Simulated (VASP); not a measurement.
# GaCuSe2 (I-42d) in VASP: further runs

The runs below take GaCuSe2 through single point, with r2SCAN.

Program: VASP 6.6.1. These are calculated values, not measurements. Logs are shortened: lines on timing, memory, paths and dates and some standing lists are left out, and cuts for length are marked.

**What was measured.**

From “Growth and anisotropy of transport properties of CuGaSe2 single crystals”, 2018, pmc:6251020, for a bulk crystal of GaCuSe2: band gap 1.72 eV.

The results are compared with them further down.

**1. The cell of the first run**

It takes space group I-42d (No. 122, tetragonal). The conventional cell has a = 5.608 Å, b = 5.608 Å, c = 11.099 Å, α = 90.00°, β = 90.00°, γ = 90.00°. Ga (site symmetry -4) has 4 Se at 2.43 Å within 3.2 Å. Cu (site symmetry -4) has 4 Se at 2.41 Å within 3.2 Å. Se (site symmetry 2) has 2 Cu at 2.41 Å and 2 Ga at 2.43 Å within 3.2 Å.

**2. Single point, r2SCAN**

Contents of POSCAR:

```
GaCuSe2
1.0
   -2.8041296844      2.8041296844      5.5492792916
    2.8041296844     -2.8041296844      5.5492792916
    2.8041296844      2.8041296844     -5.5492792916
Ga Cu Se
2 2 4
Direct
    0.5000000000      0.5000000000      0.0000000000
    0.2500000000      0.7500000000      0.5000000000
    0.0000000000      0.0000000000      0.0000000000
    0.7500000000      0.2500000000      0.5000000000
    0.3750000000      0.3713580581      0.4963580581
    0.6286419419      0.1250000000      1.0036419419
    0.8750000000      0.8786419419      0.5036419419
    0.1213580581      0.6250000000     -0.0036419419
```

Contents of INCAR.step1:

```
  PREC = Accurate
  ENCUT = 520
  ISMEAR = 0
  SIGMA = 0.01
  LREAL = F
  LASPH = T
  NELM = 100
  NBANDS = 46
  GGA = PE
  ALGO = Normal
  EDIFF = 1E-4
  LWAVE = T
  LCHARG = F
```

Contents of INCAR.step2:

```
  PREC = Accurate
  ENCUT = 520
  EDIFF = 1E-6
  ISMEAR = 0
  SIGMA = 0.01
  LREAL = F
  LASPH = T
  NELM = 100
  ALGO = Normal
  ISIF = 2
  LWAVE = F
  LCHARG = F
  METAGGA = R2SCAN
  LMIXTAU = T
  NBANDS = 46
  ISTART = 1
```

Contents of KPOINTS:

```
Automatic mesh
0
Gamma
  6 6 6
```

Potentials or basis: VASP PAW PBE potentials, release 64 (Ga_d, Cu, Se).

On the command line:

```
cat potpaw_PBE.64/Ga_d/POTCAR potpaw_PBE.64/Cu/POTCAR potpaw_PBE.64/Se/POTCAR > POTCAR
cp INCAR.step1 INCAR
mpirun -np 1 vasp_std > vasp.out
cp INCAR.step2 INCAR
mpirun -np 1 vasp_std > vasp.out
```

OUTCAR:

```text
PREC = Accurate
   ENCUT = 520
   EDIFF = 1E-6
   ISMEAR = 0
   LREAL = F
   LASPH = T
   NELM = 100
   ISIF = 2
   METAGGA = R2SCAN
   ISTART = 1

 ion  position               nearest neighbor table
   1  0.500  0.500  0.000-   6 2.43   8 2.43   7 2.43   5 2.43
   2  0.250  0.750  0.500-   5 2.43   7 2.43   6 2.43   8 2.43
   3  0.000  0.000  0.000-   5 2.41   6 2.41   7 2.41   8 2.41
   4  0.750  0.250  0.500-   5 2.41   6 2.41   7 2.41   8 2.41
   5  0.375  0.371  0.496-   3 2.41   4 2.41   2 2.43   1 2.43
   6  0.629  0.125  0.004-   3 2.41   4 2.41   1 2.43   2 2.43
   7  0.875  0.879  0.504-   3 2.41   4 2.41   2 2.43   1 2.43
   8  0.121  0.625  0.996-   3 2.41   4 2.41   1 2.43   2 2.43

  LATTYP: Found a body centered tetragonal cell.
 ALAT       =     5.6082593688
 C/A-ratio  =     1.9789667084

  Lattice vectors:

 A1 = (  -2.8041296844,   2.8041296844,   5.5492792916)
 A2 = (   2.8041296844,  -2.8041296844,   5.5492792916)
 A3 = (   2.8041296844,   2.8041296844,  -5.5492792916)

Analysis of symmetry for initial positions (statically):
=====================================================================
 Subroutine PRICEL returns:
 Original cell was already a primitive cell.

 Routine SETGRP: Setting up the symmetry group for a
 body centered tetragonal supercell.

 Subroutine GETGRP returns: Found  8 space group operations
 (whereof  4 operations were pure point group operations)
 out of a pool of 16 trial point group operations.

The static configuration has the point symmetry S_4 .
 The point group associated with its full space group is D_2d.

Analysis of symmetry for dynamics (positions and initial velocities):
=====================================================================
 Subroutine PRICEL returns:
 Original cell was already a primitive cell.

 Routine SETGRP: Setting up the symmetry group for a
 body centered tetragonal supercell.

 Subroutine GETGRP returns: Found  8 space group operations
 (whereof  4 operations were pure point group operations)
 out of a pool of 16 trial point group operations.

The dynamic configuration has the point symmetry S_4 .
 The point group associated with its full space group is D_2d.

 Subroutine INISYM returns: Found  8 space group operations
 (whereof  4 operations are pure point group operations),
 and found     1 'primitive' translations

----------------------------------------------------------------------------------------

                                     Primitive cell

  volume of cell :     174.5391

  direct lattice vectors                    reciprocal lattice vectors
    -2.804129684  2.804129684  5.549279292     0.000000000  0.178308444  0.090101790
     2.804129684 -2.804129684  5.549279292     0.178308444  0.000000000  0.090101790
     2.804129684  2.804129684 -5.549279292     0.178308444  0.178308444  0.000000000

  length of vectors
     6.820614872  6.820614872  6.820614872     0.199780464  0.199780464  0.252166219

  position of ions in fractional coordinates (direct lattice)
     0.500000000  0.500000000  0.000000000
     0.250000000  0.750000000  0.500000000
     0.000000000  0.000000000  0.000000000
     0.750000000  0.250000000  0.500000000
     0.375000000  0.371358058  0.496358058
     0.628641942  0.125000000  0.003641942
     0.875000000  0.878641942  0.503641942
     0.121358058  0.625000000  0.996358058

  ion indices of the primitive-cell ions
   primitive index   ion index
                 1           1
                 2           2
                 3           3
                 4           4
                 5           5
                 6           6
                 7           7
                 8           8

----------------------------------------------------------------------------------------

 KPOINTS: Automatic mesh

Automatic generation of k-mesh.
 Grid dimensions read from file:
 generate k-points for:    6    6    6

 Generating k-lattice:

  Cartesian coordinates                     Fractional coordinates (reciprocal lattice)
     0.000000000  0.029718074  0.015016965     0.166666667  0.000000000 -0.000000000
     0.029718074  0.000000000  0.015016965     0.000000000  0.166666667 -0.000000000
     0.029718074  0.029718074  0.000000000     0.000000000  0.000000000  0.166666667

  Length of vectors
     0.033296744  0.033296744  0.042027703

  Shift w.r.t. Gamma in fractional coordinates (k-lattice)
     0.000000000  0.000000000  0.000000000

 Subroutine IBZKPT returns following result:
 ===========================================

 Found     30 irreducible k-points:

 Following reciprocal coordinates:
            Coordinates               Weight
  0.000000  0.000000  0.000000      1.000000
  0.166667 -0.000000  0.000000      8.000000
  0.333333 -0.000000  0.000000      8.000000
  0.500000 -0.000000  0.000000      4.000000
  0.166667  0.166667  0.000000      8.000000
  0.333333  0.166667  0.000000     16.000000
[... 16 lines left out ...]
 -0.333333 -0.333333  0.166667      8.000000
 -0.166667 -0.333333  0.166667      8.000000
 [... further k-points ...]
   k-points           NKPTS =     30   k-points in BZ     NKDIM =     30   number of bands    NBANDS=     46
   number of dos      NEDOS =    301   number of ions     NIONS =      8
   total plane-waves  NPLWV = 157464
   dimension x,y,z NGX =    54 NGY =   54 NGZ =   54
   dimension x,y,z NGXF=   108 NGYF=  108 NGZF=  108
   ions per type =               2   2   4
   NGX,Y,Z   is equivalent  to a cutoff of  13.16, 13.16, 13.16 a.u.
   NGXF,Y,Z  is equivalent  to a cutoff of  26.32, 26.32, 26.32 a.u.
 SYSTEM =  unknown system
   PREC   = accura    normal or accurate (medium, high low for compatibility)
   ISTART =      1    job   : 0-new  1-cont  2-samecut
   ICHARG =      0    charge: 1-file 2-atom 10-const
   ISPIN  =      1    spin polarized calculation?
   LNONCOLLINEAR =      F non collinear calculations
   LSORBIT =      F    spin-orbit coupling
   LASPH  =      T    aspherical Exc in radial PAW
   ENCUT  =  520.0 eV  38.22 Ry    6.18 a.u.  12.68 12.68 12.68*2*pi/ulx,y,z
   NELM   =    100;   NELMIN=  2; NELMDL=  0     # of ELM steps
   EDIFF  = 0.1E-05   stopping-criterion for ELM
   LREAL  =      F    real-space projection
   EDIFFG = 0.1E-04   stopping-criterion for IOM
   NSW    =      0    number of steps for IOM
   IBRION =     -1    ionic relax: 0-MD 1-quasi-New 2-CG
   NFREE  =      0    steps in history (QN), initial steepest desc. (CG)
   ISIF   =      2    stress and relaxation
   ISYM   =      2    0-nonsym 1-usesym 2-fastsym
   POTIM  = 0.5000    time-step for ionic-motion
   TEBEG  =    0.0;   TEEND  =   0.0 temperature during run
   PSTRESS=    0.0 pullay stress
   NELECT =      72.0000    total number of electrons
   NUPDOWN=      -1.0000    fix difference up-down
   EMIN   =  10.00;   EMAX   =-10.00  energy-range for DOS
   EFERMI =   0.00;   METHOD = LEGACY
   ISMEAR =     0;   SIGMA  =   0.01  broadening in eV -4-tet -1-fermi 0-gaus
   EFERMI_NEDOS =   21; number of points for ismear=-14 and -15
   IALGO  =     38    algorithm
   IMIX   =      4    mixing-type and parameters
     AMIX     =   0.40;   BMIX     =  1.00
     AMIX_MAG =   1.60;   BMIX_MAG =  1.00
  volume/ion in A,a.u.               =      21.82       147.23
  Fermi-wavevector in a.u.,A,eV,Ry     =   1.218675  2.302963 20.206964  1.485170
  Thomas-Fermi vector in A             =   2.353954
   LORBIT       =      0    0 simple, 1 ext, 2 COOP (PROOUT), +10 PAW based schemes
   METAGGA = R2SCAN    functional components
   LHFCALC =     F    Hartree Fock is set to
   AEXX    =    0.0000 exact exchange contribution
   IVDW    =     0    specifies the selected vdW correction
   LEPSILON=     F    determine dielectric tensor
   LRPA    =     F    only Hartree local field effects (RPA)
 non-spin polarized calculation
 Gauss-broadening in eV      SIGMA  =   0.01
  energy-cutoff  :      520.00
  volume of cell :      174.54
 maximum number of plane-waves:      4729
 NGX is ok and might be reduce to    54
   NGX = 25   NGY = 25   NGZ = 25

 number of electron      72.0000026 magnetization

 Free energy of the ion-electron system (eV)
  ---------------------------------------------------
  ext. energy  EPLUGINS =         0.00000000
  ---------------------------------------------------
  free energy    TOTEN  =      -106.40314933 eV

  energy without entropy =     -106.40314933  energy(sigma->0) =     -106.40314933

 E-fermi :   3.9023     XC(G=0): -10.2458

 val. band max:        3.8325318057   @ k =   0.0000   0.0000   0.0000
 cond. band min:       4.3964223525   @ k =   0.0000   0.0000   0.0000
 fundamental gap:      0.5638905468
 Fermi energy:         3.9023485992

 k-point     1 :       0.0000    0.0000    0.0000
  band No.  band energies     occupation
      1     -12.3073      2.00000
      2     -12.3070      2.00000
      3     -12.3070      2.00000
      4     -12.1442      2.00000
      5     -12.1282      2.00000
      6     -12.1282      2.00000
[... 38 lines left out ...]
     45       9.0246      0.00000
     46       9.3266      0.00000

 k-point     2 :       0.1667   -0.0000    0.0000
  band No.  band energies     occupation
      1     -12.3128      2.00000
      2     -12.3081      2.00000
      3     -12.3018      2.00000
      4     -12.1530      2.00000
      5     -12.1363      2.00000
      6     -12.1270      2.00000
[... 38 lines left out ...]
     45       9.1943      0.00000
     46       9.6444      0.00000

 k-point     3 :       0.3333   -0.0000    0.0000
  band No.  band energies     occupation
      1     -12.3216      2.00000
      2     -12.3117      2.00000
      3     -12.2896      2.00000
      4     -12.1793      2.00000
      5     -12.1400      2.00000
      6     -12.1251      2.00000
[... 1018 lines left out ...]
     45       9.7779      0.00000
     46       9.8662      0.00000

 k-point    24 :      -0.1667   -0.3333    0.1667
  band No.  band energies     occupation
      1     -12.3138      2.00000
      2     -12.3102      2.00000
      3     -12.2901      2.00000
      4     -12.1885      2.00000
      5     -12.1290      2.00000
      6     -12.1241      2.00000
[... 38 lines left out ...]
     45       9.2650      0.00000
     46       9.6205      0.00000

 [... further k-points ...]
[... 5 lines left out ...]
  --------------------------------------------------------------------------------------
  -------------------------------------------------------------------------------------
  Total        0.1037361      0.1037361      0.0962489      0.0000000      0.0000000      0.0000000
  in kB        0.9522425      0.9522425      0.8835144      0.0000000      0.0000000      0.0000000
  external PRESSURE =       0.9293331 kB  Pullay stress =       0.0000000 kB

 VOLUME and BASIS-vectors are now :
 -----------------------------------------------------------------------------
  energy-cutoff  :      520.00
  volume of cell :      174.54
      direct lattice vectors                 reciprocal lattice vectors
    -2.804129684  2.804129684  5.549279292     0.000000000  0.178308444  0.090101790
     2.804129684 -2.804129684  5.549279292     0.178308444  0.000000000  0.090101790
     2.804129684  2.804129684 -5.549279292     0.178308444  0.178308444  0.000000000

 POSITION                                       TOTAL-FORCE (eV/Angst)
 -----------------------------------------------------------------------------------
      0.00000      0.00000      5.54928         0.000000     -0.000000      0.000000
      2.80413     -0.00000      2.77464         0.000000     -0.000000     -0.000000
      0.00000      0.00000      0.00000         0.000000     -0.000000      0.000000
     -0.00000      2.80413      2.77464         0.000000     -0.000000      0.000000
      1.38164      1.40206      1.38732         0.000978     -0.000000      0.000000
     -1.40206      1.42249      4.16196         0.000000     -0.000978     -0.000000
      1.42249      1.40206      6.93660        -0.000978     -0.000000     -0.000000
      4.20619      1.38164     -1.38732         0.000000      0.000978      0.000000
 -----------------------------------------------------------------------------------
    total drift:                                0.000079      0.000079     -0.000255

  FREE ENERGIE OF THE ION-ELECTRON SYSTEM (eV)
  ---------------------------------------------------
  free  energy   TOTEN  =      -106.4031493279 eV

  energy  without entropy=     -106.4031493279  energy(sigma->0) =     -106.40314933
```

It took 34 min on 1 thread of Intel Xeon Platinum 8259CL at 2.50GHz (Skylake/Cascade Lake), shared host; peak memory 0.56 GiB.

Results:

- Free energy: -106.4031 eV
- Pressure: 0.1 GPa
- Band gap on the k mesh: 0.56 eV

Caveat: semilocal functionals underestimate gaps, and a narrow one can read as zero; the PAW data sets were made with another functional, which shifts forces and pressure a little.

(Part 1 of 2 ends here.)
